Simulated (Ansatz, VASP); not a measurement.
Ca2F: VASP beside Ansatz

```
Ca F
1.0
     6.16207    0.00000    0.00000
     0.00000    7.60900    0.00000
     0.00000    0.00000    3.48862
Ca F
4 2
Direct
  0.26396 0.39281 0.00000
  0.73604 0.60719 0.00000
  0.76396 0.10719 0.50000
  0.23604 0.89281 0.50000
  0.00000 0.00000 0.00000
  0.50000 0.50000 0.50000
```

Alike in both runs: functional r2SCAN; k mesh 4 × 4 × 4; occupations gaussian, width 0.1 eV; no spin polarisation.

Ansatz relaxed the structure, and its values are those at the end. VASP's run is a single point on that final structure, the one shown.

|  | VASP | Ansatz |
| --- | --- | --- |
| version | VASP 6.6.1 | Ansatz 0.2.0 |
| potentials or method | VASP PAW PBE potentials, release 64 (Ca_sv, F), cutoff 520 eV | scalar-relativistic, plane waves, PAW |
| valence electrons in the cell | 54 | 54 |

VASP gave:

| Property | Result |
| --- | --- |
| gap on the k mesh at the Fermi level (eV) | none |
| pressure (GPa) | 0.3 |
| rms of the force components (eV/Å) | 0.026 |

**Question.** Which values does Ansatz return?

**Answer.** gap on the k mesh at the Fermi level (eV): none; pressure (GPa): 0.1; rms of the force components (eV/Å): 0.013.

VASP's potentials were made for PBE, not for r2SCAN. A gap of «none» marks a metal or a gap that the smearing closes.

The k mesh is coarse, so the values compare programs but aren't converged.
